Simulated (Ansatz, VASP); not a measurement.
One calculation of GdN, two programs

```
Gd N
1.0
     0.00000    2.44891    2.44891
     2.44891    0.00000    2.44891
     2.44891    2.44891    0.00000
Gd N
1 1
Direct
  0.00000 0.00000 0.00000
  0.50000 0.50000 0.50000
```

Change from the starting cell: volume scaled by 0.9405.

Alike in both runs: task single point; functional PBE; k mesh 13 × 13 × 13; occupations fermi-dirac, width 0.05 eV; collinear spin.

|  | VASP | Ansatz |
| --- | --- | --- |
| version | VASP 6.6.1 | Ansatz 0.2.0 |
| potentials or method | VASP PAW PBE potentials, release 64 (Gd, N), cutoff 520 eV | all-electron LAPW, scalar-relativistic |

VASP gave:

- pressure (GPa): 8.7
- net moment per atom (μB): 3.50
- size of the moment on the site where the two differ most (μB): 6.80

**Question.** What did Ansatz give for the same quantities?

**Answer.** Pressure (GPa): 8.6; net moment per atom (μB): 3.50; size of the moment on the site where the two differ most (μB): 6.98.

Site moments also hang on the region over which each program counts them. Ansatz ran all-electron here, and VASP with PAW potentials.

Spin-orbit coupling is off throughout.
